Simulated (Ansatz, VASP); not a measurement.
## LiH: VASP beside Ansatz

```
Li H
1.0
     0.00000    2.03675    2.03675
     2.03675    0.00000    2.03675
     2.03675    2.03675    0.00000
Li H
1 1
Direct
  0.00000 0.00000 0.00000
  0.50000 0.50000 0.50000
```

Alike in both runs: task single point; functional PBEsol; k mesh 8 × 8 × 8; occupations fermi-dirac, width 0.05 eV; no spin polarisation.

```csv
,VASP,Ansatz
version,VASP 6.6.1,Ansatz 0.2.0
potentials or method,"VASP PAW PBE potentials, release 64 (Li_sv, H), cutoff 520 eV",all-electron PAW datasets made for the crystal
```

```csv
,VASP,Ansatz,Ansatz less VASP
gap on the k mesh at the Fermi level (eV),2.78,2.79,+0.003
least direct gap on the mesh (eV),2.78,2.79,+0.003
```

VASP's potentials were made for PBE, not for PBEsol. Ansatz ran all-electron here, and VASP with PAW potentials.

Noted on VASP's run: the cutoff is short for stress, so the pressure is rough.
